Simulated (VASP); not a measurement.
# Al4Co (Cm) in VASP: notebook, part 2 of 2

VASP 6.6.1.

## 4. Single point, PBE

Input file INCAR:

```
  ALGO = Fast
  EDIFF = 1E-6
  ENCUT = 520
  GGA = PE
  ISIF = 2
  ISMEAR = 0
  LASPH = T
  LCHARG = F
  LREAL = F
  LWAVE = F
  NBANDS = 18
  NELM = 60
  PREC = Accurate
  SIGMA = 0.1
```

Input file KPOINTS:

```
k-points
0
Gamma
  10 10 10
```

Input file POSCAR:

```
Al4Co
1.0
    2.8963321238     -3.3990079764     -0.0074065732
    2.8963321238      3.3990079764     -0.0074065732
   -1.0818267670      0.0000000000      4.3344762379
Al Co
4 1
Direct
    0.0330322746      0.4592718652      0.0332327766
    0.4592718652      0.0330322746      0.0332327766
    0.0328237530      0.0328237530      0.4594243783
    0.5544241585      0.5544241585      0.5546303451
    0.9192378343      0.9192378343      0.9194957586
```

Potentials or basis: VASP PAW PBE potentials, release 64 (Al, Co).

Started as:

```console
$ cat potpaw_PBE.64/Al/POTCAR potpaw_PBE.64/Co/POTCAR > POTCAR
$ mpirun -np 1 vasp_std > vasp.out
```

OUTCAR:

```text
EDIFF = 1E-6
   ENCUT = 520
   GGA = PE
   ISIF = 2
   ISMEAR = 0
   LASPH = T
   LREAL = F
   NELM = 60
   PREC = Accurate

 ion  position               nearest neighbor table
   1  0.033  0.459  0.033-   5 2.31   5 2.34   2 2.90   3 2.90   4 2.91   3 2.94   2 2.94   2 2.94
                             3 2.94   4 2.95
   2  0.459  0.033  0.033-   5 2.31   5 2.34   1 2.90   3 2.90   4 2.91   3 2.94   1 2.94   1 2.94
                             3 2.94   4 2.95
   3  0.033  0.033  0.459-   5 2.31   5 2.34   1 2.90   2 2.90   4 2.90   1 2.94   2 2.94   2 2.94
[... 716 lines left out ...]
  -------------------------------------------------------------------------------------
  Total       -0.0291383     -0.0118499     -0.0488524      0.0000000      0.0000000     -0.0110724
  in kB       -0.5473758     -0.2226055     -0.9177117      0.0000000      0.0000000     -0.2079989
  external PRESSURE =      -0.5625643 kB  Pullay stress =       0.0000000 kB

 VOLUME and BASIS-vectors are now :
 -----------------------------------------------------------------------------
  energy-cutoff  :      520.00
  volume of cell :       85.29
      direct lattice vectors                 reciprocal lattice vectors
     2.896332124 -3.399007976 -0.007406573     0.172742388 -0.147101744  0.043114169
     2.896332124  3.399007976 -0.007406573     0.172742388  0.147101744  0.043114169
    -1.081826767  0.000000000  4.334476238     0.000590350  0.000000000  0.230855725

 POSITION                                       TOTAL-FORCE (eV/Angst)
 -----------------------------------------------------------------------------------
      1.38992      1.44879      0.14040         0.002567      0.006682     -0.003147
      1.38992     -1.44879      0.14040         0.002567     -0.006682     -0.003147
     -0.30688      0.00000      1.99088        -0.003588      0.000000      0.008853
      2.61158      0.00000      2.39582         0.001535      0.000000      0.003727
      4.33010      0.00000      3.97192        -0.003080      0.000000     -0.006285
 -----------------------------------------------------------------------------------
    total drift:                               -0.000190     -0.000000     -0.000216

  FREE ENERGIE OF THE ION-ELECTRON SYSTEM (eV)
  ---------------------------------------------------
  free  energy   TOTEN  =       -22.4849886440 eV

  energy  without entropy=      -22.4749817905  energy(sigma->0) =      -22.47998522
```

OSZICAR:

```text
N       E                     dE             d eps       ncg     rms          rms(c)
DAV:   1     0.614476721858E+02    0.61448E+02   -0.72558E+03 10160   0.976E+02
DAV:   2    -0.201198543104E+02   -0.81568E+02   -0.76142E+02 10254   0.186E+02
DAV:   3    -0.237207695297E+02   -0.36009E+01   -0.35324E+01 13540   0.455E+01
DAV:   4    -0.237821379708E+02   -0.61368E-01   -0.61237E-01 12606   0.532E+00
DAV:   5    -0.237840355663E+02   -0.18976E-02   -0.18975E-02 12960   0.107E+00    0.879E+00
RMM:   6    -0.239734843553E+02   -0.18945E+00   -0.78781E+00 10903   0.308E+01    0.860E+00
RMM:   7    -0.227157886485E+02    0.12577E+01   -0.31744E+00 10242   0.201E+01    0.515E+00
RMM:   8    -0.224854789830E+02    0.23031E+00   -0.77537E-01 10945   0.983E+00    0.118E+00
RMM:   9    -0.224929870998E+02   -0.75081E-02   -0.15136E-01 11666   0.303E+00    0.963E-01
RMM:  10    -0.224841652319E+02    0.88219E-02   -0.26617E-02 11828   0.165E+00    0.108E-01
RMM:  11    -0.224848216194E+02   -0.65639E-03   -0.76681E-03 13898   0.612E-01    0.994E-02
RMM:  12    -0.224849752124E+02   -0.15359E-03   -0.15099E-03 13347   0.303E-01    0.851E-02
RMM:  13    -0.224850837901E+02   -0.10858E-03   -0.98848E-04 11709   0.314E-01    0.116E-01
RMM:  14    -0.224849719475E+02    0.11184E-03   -0.32770E-04 12185   0.194E-01    0.116E-02
RMM:  15    -0.224849862220E+02   -0.14274E-04   -0.15919E-04 13395   0.648E-02    0.862E-03
RMM:  16    -0.224849882851E+02   -0.20631E-05   -0.21827E-05 11007   0.305E-02    0.746E-03
RMM:  17    -0.224849886440E+02   -0.35888E-06   -0.36392E-06  8157   0.109E-02
   1 F= -.22484989E+02 E0= -.22479985E+02  d E =-.100069E-01
```

stdout:

```text
POSCAR found type information on POSCAR AlCo
 POSCAR found :  2 types and       5 ions
 scaLAPACK will be used
 LDA part: xc-table for (Slater+PW92), standard interpolation
 POSCAR, INCAR and KPOINTS ok, starting setup
 FFT: planning ... GRIDC
 FFT: planning ... GRID_SOFT
 FFT: planning ... GRID
 WAVECAR not read
 entering main loop
```

Run time: 2.8 min. Hardware: 1 thread of Intel Xeon 6975P-C (Granite Rapids), shared host; peak memory 0.51 GiB.

What came out:

| Quantity | Value |
| --- | --- |
| Free energy | -22.4850 eV |
| Pressure | -0.1 GPa |
| Largest force | 0.010 eV/Å |
| Band gap on the k mesh | zero (an odd number of electrons rules out a gap without spin polarisation) |

Forces in eV/Å, atoms in the order of the input:
```
Al   0.003  0.007 -0.003
Al   0.003 -0.007 -0.003
Al  -0.004  0.000  0.009
Al   0.002  0.000  0.004
Co  -0.003  0.000 -0.006
```

Levels at points of the mesh, in eV from the Fermi level:
| k point | band 8 | band 9 | band 10 | band 11 | band 12 | band 13 |
| --- | --- | --- | --- | --- | --- | --- |
| (0.00, 0.00, 0.00) | -1.71 | -1.42 | -1.42 | 0.53 | 0.54 | 1.57 |
| (0.50, 0.00, 0.00) | -1.73 | -1.21 | -0.19 | 0.31 | 0.50 | 1.25 |
| (0.50, 0.50, 0.00) | -2.03 | -1.48 | -0.73 | 0.34 | 0.90 | 1.19 |
| (0.00, 0.00, 0.50) | -1.73 | -1.21 | -0.19 | 0.31 | 0.50 | 1.25 |
| (0.50, 0.00, 0.50) | -2.03 | -1.48 | -0.73 | 0.34 | 0.91 | 1.20 |
| (0.50, 0.50, 0.50) | -2.04 | -2.04 | -1.99 | -0.68 | -0.67 | 0.29 |

Caveat: the run has no spin polarisation, though such a crystal can be magnetic. Spin polarisation is off, so any magnetic state and its effect on volume and gap are missing.
